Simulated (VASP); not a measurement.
The system is Mo.

```
CELL_PARAMETERS angstrom
-1.57342 1.57342 1.57342
1.57342 -1.57342 1.57342
1.57342 1.57342 -1.57342
ATOMIC_POSITIONS crystal
Mo 0.00000 0.00000 0.00000
```

| Quantity | Value |
| --- | --- |
| Program | VASP 6.6.1 |
| Task | relaxation of volume and atoms at fixed shape |
| Functional | PBE |
| Potentials or basis | VASP PAW PBE potentials, release 64 (Mo_sv) |
| Cutoff | 600 eV |
| k mesh | 11 × 11 × 11 |
| Occupations | methfessel-paxton, width 0.02 eV |
| Spin | no spin polarisation |

At the start: pressure 4.2 GPa; volume 15.58 Å³/atom.

Task: Where does the relaxation end?

Result: Over 3 steps the energy falls by 3.2 meV/atom and the volume is 15.83 Å³/atom (+1.6 %); space group Im-3m (No. 229, to 0.1 Å) before and after.

The path:
```csv
step,energy change (eV),largest force (eV/Å),pressure (GPa),volume (Å³)
1,0.0000,0.0000,4.20,15.58
2,0.0186,0.0000,-9.50,16.52
3,-0.0032,0.0000,0.01,15.83
```

Final structure:
```
Mo
1.0
    -1.58180    1.58180    1.58180
     1.58180   -1.58180    1.58180
     1.58180    1.58180   -1.58180
Mo
1
Direct
  0.00000 0.00000 0.00000
```
